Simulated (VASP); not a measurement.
Ge5I3:

```
CELL_PARAMETERS angstrom
7.22441 0.00000 0.00000
-3.61221 6.25653 0.00000
0.00000 0.00000 5.66654
ATOMIC_POSITIONS crystal
Ge 0.33333 0.66667 0.00000
Ge 0.66667 0.33333 0.00000
Ge 0.33333 0.66667 0.50000
Ge 0.66667 0.33333 0.50000
Ge 0.00000 0.00000 0.50000
I 0.50000 0.00000 0.00000
I 0.00000 0.50000 0.00000
I 0.50000 0.50000 0.00000
```

The cell was built from a structure type or drawn by symmetry, and may not be a known phase.

```yaml
Program: VASP 6.6.1
Task: relaxation of cell and atoms
Functional: PBE
Potentials_or_basis: VASP PAW PBE potentials, release 64 (Ge_d, I)
Cutoff: 600 eV
k_mesh: 3 × 3 × 4
Occupations: gaussian, width 0.1 eV
Spin: no spin polarisation
```

At the start: pressure 32.9 GPa; volume 32.02 Å³/atom.

**Question.** Where does the relaxation end?

**Answer.** Over 9 steps the energy falls by 2244.0 meV/atom and the volume is 56.66 Å³/atom (+77.0 %); space group P6/mmm (No. 191, to 0.1 Å) before and after.

Step by step:
| step | energy change (eV) | largest force (eV/Å) | pressure (GPa) | volume (Å³) |
| --- | --- | --- | --- | --- |
| 1 | 0.0000 | 0.0000 | 32.92 | 256.13 |
| 2 | -17.1176 | 0.0000 | -2.02 | 559.44 |
| 3 | -17.1369 | 0.0000 | 0.29 | 433.01 |
| 4 | -17.4568 | 0.0000 | -1.01 | 492.74 |
| 5 | -17.8710 | 0.0000 | -0.52 | 469.06 |
| 6 | -17.9490 | 0.0000 | -0.16 | 457.20 |
| 7 | -17.9510 | 0.0000 | -0.10 | 454.91 |
| 8 | -17.9509 | 0.0000 | -0.12 | 455.68 |
| 9 | -17.9523 | 0.0000 | -0.08 | 453.29 |

Final structure:
```
Ge I
1.0
    10.02336    0.00000    0.00000
    -5.01168    8.68049    0.00000
     0.00000    0.00000    5.20976
Ge I
5 3
Direct
  0.33333 0.66667 0.00000
  0.66667 0.33333 0.00000
  0.33333 0.66667 0.50000
  0.66667 0.33333 0.50000
  0.00000 0.00000 0.50000
  0.50000 0.00000 0.00000
  0.00000 0.50000 0.00000
  0.50000 0.50000 0.00000
```

Caveat: the volume moved by over 15 % at a fixed basis, so the end points are rough; an odd number of electrons without spin polarisation forces a metal; a magnetic or distorted state may lie lower.
